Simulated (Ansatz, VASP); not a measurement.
## One calculation of Ti2C, two programs

```
Ti C
1.0
     0.00000    4.23919    4.23919
     4.23919    0.00000    4.23919
     4.23919    4.23919    0.00000
Ti C
8 4
Cartesian
  3.2275 5.2508 5.2508
  3.2275 3.2275 3.2275
  5.2508 5.2508 3.2275
  5.3471 7.3704 5.3471
  7.3704 7.3704 7.3704
  7.3704 5.3471 5.3471
  5.3471 5.3471 7.3704
  5.2508 3.2275 5.2508
  5.2990 5.2990 5.2990
  5.2990 3.1794 3.1794
  3.1794 3.1794 5.2990
  3.1794 5.2990 3.1794
```

Alike in both runs: functional LDA; k mesh 4 × 4 × 4; occupations gaussian, width 0.1 eV; no spin polarisation.

Ansatz relaxed the structure, and its values are those at the end. VASP's run is a single point on that final structure, the one shown.

|  | VASP | Ansatz |
| --- | --- | --- |
| version | VASP 6.6.1 | Ansatz 0.2.0 |
| potentials or method | VASP PAW LDA potentials, release 64 (Ti_sv, C_h), cutoff 910 eV | scalar-relativistic, plane waves, PAW |
| valence electrons in the cell | 112 | 112 |

```csv
,VASP,Ansatz,Ansatz less VASP
gap on the k mesh at the Fermi level (eV),none,none,-
rms of the force components (eV/Å),0.019,0.005,-0.0140
```

LDA's correlation is that of Perdew and Zunger in VASP and of Perdew and Wang (1992) in Ansatz. A gap of «none» marks a metal or a gap that the smearing closes.

Noted on VASP's run: the cutoff is short for stress, so the pressure is rough.
